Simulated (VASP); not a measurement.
# Zn8NO6 (a cell with a defect) in VASP: single point with r2SCAN

Aim: the single point of Zn8NO6 (a cell with a defect) with r2SCAN.

Program: VASP 6.6.1. These are calculated values, not measurements. Logs are shortened: lines on timing, memory, paths and dates and some standing lists are left out, and cuts for length are marked.

## (1) The cell of the first run

The cell holds a defect, 15 atoms: a = 6.475 Å, b = 5.607 Å, c = 5.222 Å, α = 90.00°, β = 90.00°, γ = 90.00°.

## (2) Single point, r2SCAN

POSCAR

```
Zn8NO6
1.0
   -3.2373510000     -5.6072560000      0.0000000000
    4.8560270000     -2.8036280000      0.0000000000
    0.0000000000      0.0000000000      5.2220610000
Zn O N
8 6 1
Direct
    0.4975152390      0.6527776454      0.5116196661
    0.5185622778      0.3374737787     -0.0037601824
    0.2919446979      0.1376303764      0.5291902936
    0.2595952128      0.8348174628      0.0100325235
   -0.0080281874      0.7379038727      0.5325704864
   -0.0008649184      0.3322461787     -0.0807312551
    0.7138319916      0.1412926464      0.5179877593
    0.7501296996      0.8380668066     -0.0024066223
    0.5005167634      0.6686130362      0.8822693417
    0.4927936154      0.3324443722      0.3719080675
    0.2583825607      0.1702278286      0.8887383098
    0.2480532635      0.8302557768      0.3854833391
    0.0108963823      0.6704782458      0.8888319011
    0.7419795897      0.8213865812      0.3740328732
    0.7567788120      0.1628346914      0.8745232983
```

INCAR.step1

```
SYSTEM = Zn8NO6
  ALGO = Normal
  EDIFF = 1E-4
  ENCUT = 520
  GGA = PE
  ISMEAR = -1
  LASPH = .True.
  LCHARG = .False.
  LREAL = Auto
  LWAVE = .True.
  NBANDS = 82
  NELECT = 136.0
  NELM = 60
  PREC = Accurate
  SIGMA = 0.05
```

INCAR.step2

```
SYSTEM = Zn8NO6
  ALGO = Normal
  EDIFF = 1E-6
  ENCUT = 520
  ISIF = 2
  ISMEAR = -1
  ISTART = 1
  LASPH = .True.
  LCHARG = .False.
  LMIXTAU = .True.
  LREAL = Auto
  LWAVE = .False.
  METAGGA = R2SCAN
  NBANDS = 82
  NELECT = 136.0
  NELM = 60
  PREC = Accurate
  SIGMA = 0.05
```

KPOINTS

```
k-points
0
Gamma
  2 2 2
  0 0 0
```

Potentials or basis: VASP PAW PBE potentials, release 64 (Zn, O, N).

Run with:

```
$ cat potpaw_PBE.64/Zn/POTCAR potpaw_PBE.64/O/POTCAR potpaw_PBE.64/N/POTCAR > POTCAR
$ cp INCAR.step1 INCAR
$ mpirun -np 1 vasp_std > vasp.out
$ cp INCAR.step2 INCAR
$ mpirun -np 1 vasp_std > vasp.out
```

OUTCAR:

```text
SYSTEM = Zn8NO6
   EDIFF = 1E-6
   ENCUT = 520
   ISIF = 2
   ISMEAR = -1
   ISTART = 1
   LASPH = .True.
   LREAL = Auto
   METAGGA = R2SCAN
   NELECT = 136.0
   NELM = 60
   PREC = Accurate

 ion  position               nearest neighbor table
   1  0.498  0.653  0.512-   9 1.94  10 1.94  14 1.98  12 2.01   3 3.03
   2  0.519  0.337  0.996-  15 1.93   9 1.95  10 1.97  11 2.01   7 3.01
   3  0.292  0.138  0.529-  10 1.89  11 1.90  12 1.90   7 2.73   5 2.97   6 2.99   1 3.03   4 3.04

   4  0.260  0.835  0.010-   9 1.94  13 1.96  12 1.96  11 1.98   3 3.04
   5  0.992  0.738  0.533-  14 1.88  12 1.90  13 1.90   7 2.89   8 2.94   3 2.97   6 3.04
   6  0.999  0.332  0.919-  15 1.85  13 1.90  11 1.92   3 2.99   7 2.99   5 3.04
   7  0.714  0.141  0.518-  15 1.89  10 1.94  14 1.95   3 2.73   5 2.89   6 2.99   2 3.01   8 3.04

   8  0.750  0.838  0.998-  15 1.93  14 1.97   9 1.97  13 2.01   5 2.94   7 3.04
   9  0.501  0.669  0.882-   4 1.94   1 1.94   2 1.95   8 1.97
  10  0.493  0.332  0.372-   3 1.89   1 1.94   7 1.94   2 1.97
  11  0.258  0.170  0.889-   3 1.90   6 1.92   4 1.98   2 2.01
  12  0.248  0.830  0.385-   5 1.90   3 1.90   4 1.96   1 2.01
  13  0.011  0.670  0.889-   5 1.90   6 1.90   4 1.96   8 2.01
  14  0.742  0.821  0.374-   5 1.88   7 1.95   8 1.97   1 1.98
  15  0.757  0.163  0.875-   6 1.85   7 1.89   8 1.93   2 1.93

  LATTYP: Found a simple orthorhombic cell.
 ALAT       =     5.2220610000
 B/A-ratio  =     1.0737631643
 C/A-ratio  =     1.2398747624

  Lattice vectors:

 A1 = (   0.0000000000,   0.0000000000,  -5.2220610000)
 A2 = (   4.8560270000,  -2.8036280000,   0.0000000000)
 A3 = (  -3.2373510000,  -5.6072560000,   0.0000000000)

Analysis of symmetry for initial positions (statically):
=====================================================================
 Subroutine PRICEL returns:
 Original cell was already a primitive cell.

 Routine SETGRP: Setting up the symmetry group for a
 simple orthorhombic supercell.

 Subroutine GETGRP returns: Found  1 space group operations
 (whereof  1 operations were pure point group operations)
 out of a pool of  8 trial point group operations.

The static configuration has the point symmetry C_1 .

Analysis of symmetry for dynamics (positions and initial velocities):
=====================================================================
 Subroutine PRICEL returns:
 Original cell was already a primitive cell.

 Routine SETGRP: Setting up the symmetry group for a
 simple orthorhombic supercell.

 Subroutine GETGRP returns: Found  1 space group operations
 (whereof  1 operations were pure point group operations)
 out of a pool of  8 trial point group operations.

The dynamic configuration has the point symmetry C_1 .

 Subroutine INISYM returns: Found  1 space group operations
 (whereof  1 operations are pure point group operations),
 and found     1 'primitive' translations

----------------------------------------------------------------------------------------

                                     Primitive cell

  volume of cell :     189.5886

  direct lattice vectors                    reciprocal lattice vectors
    -3.237351000 -5.607256000  0.000000000    -0.077223625 -0.133755266  0.000000000
     4.856027000 -2.803628000  0.000000000     0.154447251 -0.089170168  0.000000000
     0.000000000  0.000000000  5.222061000     0.000000000  0.000000000  0.191495274

  length of vectors
     6.474701642  5.607256743  5.222061000     0.154447271  0.178340327  0.191495274

  position of ions in fractional coordinates (direct lattice)
     0.497515239  0.652777645  0.511619666
     0.518562278  0.337473779  0.996239818
     0.291944698  0.137630376  0.529190294
     0.259595213  0.834817463  0.010032524
     0.991971813  0.737903873  0.532570486
     0.999135082  0.332246179  0.919268745
     0.713831992  0.141292646  0.517987759
     0.750129700  0.838066807  0.997593378
     0.500516763  0.668613036  0.882269342
     0.492793615  0.332444372  0.371908068
     0.258382561  0.170227829  0.888738310
     0.248053263  0.830255777  0.385483339
     0.010896382  0.670478246  0.888831901
     0.741979590  0.821386581  0.374032873
     0.756778812  0.162834691  0.874523298

  ion indices of the primitive-cell ions
   primitive index   ion index
                 1           1
                 2           2
                 3           3
                 4           4
                 5           5
                 6           6
                 7           7
                 8           8
                 9           9
                10          10
                11          11
                12          12
                13          13
                14          14
                15          15

----------------------------------------------------------------------------------------

 KPOINTS: k-points

Automatic generation of k-mesh.
 Grid dimensions read from file:
 generate k-points for:    2    2    2

 Generating k-lattice:

  Cartesian coordinates                     Fractional coordinates (reciprocal lattice)
    -0.038611813 -0.066877633  0.000000000     0.500000000  0.000000000  0.000000000
     0.077223625 -0.044585084  0.000000000     0.000000000  0.500000000  0.000000000
     0.000000000  0.000000000  0.095747637     0.000000000  0.000000000  0.500000000

  Length of vectors
     0.077223636  0.089170163  0.095747637

  Shift w.r.t. Gamma in fractional coordinates (k-lattice)
     0.000000000  0.000000000  0.000000000

 Subroutine IBZKPT returns following result:
 ===========================================

 Found      8 irreducible k-points:

 Following reciprocal coordinates:
            Coordinates               Weight
  0.000000  0.000000  0.000000      1.000000
  0.500000  0.000000  0.000000      1.000000
 -0.000000  0.500000  0.000000      1.000000
  0.500000  0.500000  0.000000      1.000000
  0.000000  0.000000  0.500000      1.000000
  0.500000  0.000000  0.500000      1.000000
 -0.000000  0.500000  0.500000      1.000000
  0.500000  0.500000  0.500000      1.000000
   k-points           NKPTS =      8   k-points in BZ     NKDIM =      8   number of bands    NBANDS=     82
   number of dos      NEDOS =    301   number of ions     NIONS =     15
   total plane-waves  NPLWV =  80640
   dimension x,y,z NGX =    48 NGY =   42 NGZ =   40
   dimension x,y,z NGXF=    96 NGYF=   84 NGZF=   80
   ions per type =               8   6   1
   NGX,Y,Z   is equivalent  to a cutoff of  12.32, 12.45, 12.73 a.u.
   NGXF,Y,Z  is equivalent  to a cutoff of  24.65, 24.90, 25.47 a.u.
 SYSTEM =  Zn8NO6
   PREC   = accura    normal or accurate (medium, high low for compatibility)
   ISTART =      1    job   : 0-new  1-cont  2-samecut
   ICHARG =      0    charge: 1-file 2-atom 10-const
   ISPIN  =      1    spin polarized calculation?
   LNONCOLLINEAR =      F non collinear calculations
   LSORBIT =      F    spin-orbit coupling
   LASPH  =      T    aspherical Exc in radial PAW
   ENCUT  =  520.0 eV  38.22 Ry    6.18 a.u.  12.04 10.43  9.71*2*pi/ulx,y,z
   NELM   =     60;   NELMIN=  2; NELMDL=  0     # of ELM steps
   EDIFF  = 0.1E-05   stopping-criterion for ELM
   LREAL  =      T    real-space projection
   EDIFFG = 0.1E-04   stopping-criterion for IOM
   NSW    =      0    number of steps for IOM
   IBRION =     -1    ionic relax: 0-MD 1-quasi-New 2-CG
   NFREE  =      0    steps in history (QN), initial steepest desc. (CG)
   ISIF   =      2    stress and relaxation
   ISYM   =      2    0-nonsym 1-usesym 2-fastsym
   POTIM  = 0.5000    time-step for ionic-motion
   TEBEG  =    0.0;   TEEND  =   0.0 temperature during run
   PSTRESS=    0.0 pullay stress
   NELECT =     136.0000    total number of electrons
   NUPDOWN=      -1.0000    fix difference up-down
   EMIN   =  10.00;   EMAX   =-10.00  energy-range for DOS
   EFERMI =   0.00;   METHOD = LEGACY
   ISMEAR =    -1;   SIGMA  =   0.05  broadening in eV -4-tet -1-fermi 0-gaus
   EFERMI_NEDOS =   21; number of points for ismear=-14 and -15
   IALGO  =     38    algorithm
   IMIX   =      4    mixing-type and parameters
     AMIX     =   0.40;   BMIX     =  1.00
     AMIX_MAG =   1.60;   BMIX_MAG =  1.00
  volume/ion in A,a.u.               =      12.64        85.29
  Fermi-wavevector in a.u.,A,eV,Ry     =   1.465493  2.769380 29.220821  2.147670
  Thomas-Fermi vector in A             =   2.581343
   LORBIT       =      0    0 simple, 1 ext, 2 COOP (PROOUT), +10 PAW based schemes
   METAGGA = R2SCAN    functional components
   LHFCALC =     F    Hartree Fock is set to
   AEXX    =    0.0000 exact exchange contribution
   IVDW    =     0    specifies the selected vdW correction
   LEPSILON=     F    determine dielectric tensor
   LRPA    =     F    only Hartree local field effects (RPA)
 non-spin polarized calculation
  energy-cutoff  :      520.00
  volume of cell :      189.59
 maximum number of plane-waves:      5140
   NGX = 25   NGY = 21   NGZ = 19

 number of electron     136.0000037 magnetization

 Free energy of the ion-electron system (eV)
  ---------------------------------------------------
  ext. energy  EPLUGINS =         0.00000000
  ---------------------------------------------------
  free energy    TOTEN  =      -136.29420289 eV

  energy without entropy =     -136.27684416  energy(sigma->0) =     -136.28552352

 E-fermi :   1.4157     XC(G=0): -11.2741

 val. band max:        1.3656229008   @ k =   0.0000   0.0000   0.0000
 cond. band min:       1.4560421704   @ k =   0.0000   0.0000   0.0000
 fundamental gap:      0.0904192696
 Fermi energy:         1.4156650462

 k-point     1 :       0.0000    0.0000    0.0000
  band No.  band energies     occupation
      1     -18.6279      2.00000
      2     -18.1794      2.00000
      3     -18.1057      2.00000
      4     -18.0216      2.00000
      5     -17.8368      2.00000
      6     -17.5057      2.00000
[... 72 lines left out ...]
     79       9.4525      0.00000
     80       9.6307      0.00000

 k-point     2 :       0.5000    0.0000    0.0000
  band No.  band energies     occupation
      1     -18.5416      2.00000
      2     -18.3181      2.00000
      3     -18.0877      2.00000
      4     -17.9638      2.00000
      5     -17.8618      2.00000
      6     -17.5104      2.00000
[... 72 lines left out ...]
     79       9.3520      0.00000
     80       9.5221      0.00000
[... 413 lines left out ...]
     79       9.4809      0.00000
     80       9.9696      0.00000

 k-point     8 :       0.5000    0.5000    0.5000
  band No.  band energies     occupation
      1     -18.3330      2.00000
      2     -18.2191      2.00000
      3     -18.1282      2.00000
      4     -18.0166      2.00000
      5     -17.9898      2.00000
      6     -17.5671      2.00000
[... 72 lines left out ...]
     79      10.0826      0.00000
     80      10.2399      0.00000
 [bands above 80 left out]

------------------------ aborting loop because EDIFF is reached ----------------------------------------

  FORCE on cell =-STRESS in cart. coord.  units (eV):
  Direction    XX          YY          ZZ          XY          YZ          ZX
  --------------------------------------------------------------------------------------
  -------------------------------------------------------------------------------------
  Total        0.0738035      2.1942273      0.0240596      0.0171405     -0.2665427      0.0695136
  in kB        0.6236997     18.5430025      0.2033234      0.1448516     -2.2525023      0.5874461
  external PRESSURE =       6.4566752 kB  Pullay stress =       0.0000000 kB

 VOLUME and BASIS-vectors are now :
 -----------------------------------------------------------------------------
  energy-cutoff  :      520.00
  volume of cell :      189.59
      direct lattice vectors                 reciprocal lattice vectors
    -3.237351000 -5.607256000  0.000000000    -0.077223625 -0.133755266  0.000000000
     4.856027000 -2.803628000  0.000000000     0.154447251 -0.089170168  0.000000000
     0.000000000  0.000000000  5.222061000     0.000000000  0.000000000  0.191495274

 POSITION                                       TOTAL-FORCE (eV/Angst)
 -----------------------------------------------------------------------------------
      1.55927     -4.61984      2.67171         0.015091     -0.030599     -0.022665
     -0.03999     -3.85386      5.20243        -0.024424     -0.004030      0.018336
     -0.27679     -2.02287      2.76346         0.029075      0.040825     -0.047737
      3.21350     -3.79613      0.05239        -0.006715      0.001310      0.035738
      0.37192     -7.63105      2.78112        -0.031188      0.027582      0.007318
     -1.62115     -6.53390      4.80048        -0.004156     -0.036435      0.043681
     -1.62480     -4.39877      2.70496         0.017290     -0.029878     -0.039469
      1.64124     -6.55580      5.20949        -0.014499     -0.011919      0.022420
      1.62645     -4.68107      4.60726         0.001654     -0.003396     -0.002991
      0.01901     -3.69527      1.94213         0.036049     -0.018702     -0.052295
     -0.00984     -1.92607      4.64105        -0.015894     -0.014987      0.047740
      3.22871     -3.71863      2.01302        -0.039608     -0.007070     -0.036811
      3.22059     -1.94087      4.64153         0.017530     -0.006306      0.040306
      1.58663     -6.46333      1.95322         0.013118      0.049852     -0.041461
     -1.65923     -4.69998      4.56681         0.006677      0.043752      0.027890
 -----------------------------------------------------------------------------------
    total drift:                                0.004128      0.039449      0.137305

  FREE ENERGIE OF THE ION-ELECTRON SYSTEM (eV)
  ---------------------------------------------------
  free  energy   TOTEN  =      -136.2942028886 eV

  energy  without entropy=     -136.2768441595  energy(sigma->0) =     -136.28552352
```

Run time: 8.1 min. Hardware: 1 thread of Intel Xeon Platinum 8375C at 2.90GHz (Ice Lake), shared host; peak memory 0.33 GiB.

What came out:

- Free energy: -136.2942 eV
- Largest force: 0.069 eV/Å

Forces in eV/Å, atoms in the order of the input:
```
Zn   0.015 -0.031 -0.023
Zn  -0.024 -0.004  0.018
Zn   0.029  0.041 -0.048
Zn  -0.007  0.001  0.036
Zn  -0.031  0.028  0.007
Zn  -0.004 -0.036  0.044
Zn   0.017 -0.030 -0.039
Zn  -0.014 -0.012  0.022
O    0.002 -0.003 -0.003
O    0.036 -0.019 -0.052
O   -0.016 -0.015  0.048
O   -0.040 -0.007 -0.037
O    0.018 -0.006  0.040
O    0.013  0.050 -0.041
N    0.007  0.044  0.028
```

Levels at points of the mesh, in eV from the Fermi level:
| k point | band 64 | band 65 | band 66 | band 67 | band 68 | band 69 | band 70 | band 71 | band 72 | band 73 |
| --- | --- | --- | --- | --- | --- | --- | --- | --- | --- | --- |
| (0.00, 0.00, 0.00) | -1.44 | -1.32 | -0.68 | -0.35 | -0.05 | 0.04 | 3.60 | 4.34 | 4.76 | 5.26 |
| (0.50, 0.00, 0.00) | -1.71 | -1.60 | -1.20 | -0.61 | -0.29 | 1.65 | 2.13 | 4.83 | 5.18 | 5.36 |
| (0.00, 0.50, 0.00) | -1.36 | -1.14 | -1.06 | -0.77 | -0.42 | 1.63 | 2.50 | 4.48 | 4.78 | 5.27 |
| (0.50, 0.50, 0.00) | -1.54 | -1.44 | -1.12 | -0.81 | -0.61 | 2.19 | 3.16 | 3.52 | 4.34 | 5.38 |
| (0.00, 0.00, 0.50) | -1.86 | -1.82 | -1.19 | -0.35 | -0.17 | 1.72 | 2.98 | 4.06 | 4.69 | 5.09 |
| (0.50, 0.00, 0.50) | -1.74 | -1.52 | -1.24 | -1.21 | -0.46 | 2.18 | 3.70 | 3.89 | 4.84 | 5.01 |
| (0.00, 0.50, 0.50) | -1.90 | -1.51 | -1.23 | -1.01 | -0.53 | 1.77 | 3.62 | 3.91 | 4.86 | 5.07 |
| (0.50, 0.50, 0.50) | -1.98 | -1.84 | -1.31 | -1.22 | -0.84 | 2.20 | 3.93 | 4.40 | 4.71 | 4.77 |

Caveat: the k points lie up to 0.60 Å⁻¹ apart; the cell carries a net charge on a neutralising background, which shifts energy and pressure; the cell is charged against a uniform background, so pressure and absolute levels hang on convention; the PAW data sets were made with another functional, which shifts forces and pressure a little.
